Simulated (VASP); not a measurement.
# Ba2SrN2: single point with PBE+D4

Crystal: Ba2SrN2.

```xyz
5
Lattice="3.9306 0.0000 0.0000 -1.9653 3.4040 0.0000 0.0000 0.0000 10.5607" Properties=species:S:1:pos:R:3 pbc="T T T"
Ba    1.9653    1.1347    2.2756
Ba    0.0000    2.2693    8.2851
Sr    0.0000    0.0000    5.2803
N     1.9653    1.1347    6.9779
N     0.0000    2.2693    3.5828
```

```json
{
 "Program": "VASP 6.6.1",
 "Task": "single point",
 "Functional": "PBE",
 "Dispersion": "D4",
 "Potentials or basis": "VASP PAW PBE potentials, release 64 (Ba_sv, Sr_sv, N)",
 "Cutoff": "520 eV",
 "k mesh": "6 × 6 × 2",
 "Occupations": "fermi-dirac, width 0.05 eV",
 "Spin": "no spin polarisation"
}
```

| Quantity | Value |
| --- | --- |
| Pressure | -1.0 GPa |
| Largest force | 0.059 eV/Å |
| Band gap on the k mesh | zero (band 20 reaches 1.79 eV, above the bottom of band 21 at 1.51 eV) |
| Dispersion energy per atom | -0.176 eV |

Forces on the atoms (eV/Å):
```
Ba   0.000  0.000  0.059
Ba   0.000  0.000 -0.059
Sr   0.000  0.000  0.000
N    0.000  0.000 -0.009
N    0.000  0.000  0.009
```

Levels at points of the mesh, in eV from the Fermi level:
```tsv
k point	band 16	band 17	band 18	band 19	band 20	band 21	band 22	band 23	band 24	band 25
(0.00, 0.00, 0.00)	-0.81	-0.71	-0.71	-0.57	-0.36	-0.36	3.00	3.16	4.22	4.22
(0.50, 0.00, 0.00)	-0.86	-0.43	-0.36	-0.25	-0.11	1.16	2.14	2.20	3.52	4.16
(0.00, 0.00, 0.50)	-1.08	-0.72	-0.72	-0.35	-0.35	-0.15	2.12	3.76	4.33	4.33
(0.50, 0.00, 0.50)	-0.75	-0.45	-0.35	-0.22	-0.08	1.28	1.94	2.34	3.15	3.88
```

It took 72 s on 1 thread of Intel(R) Xeon(R) Platinum 8375C CPU @ 2.90GHz (Ice Lake), on a shared host, peak memory 0.28 GiB.

Caveat: spin-orbit coupling is left out, which moves the levels of the heavy elements; pairwise dispersion overbinds metals, which lowers pressure and volume.
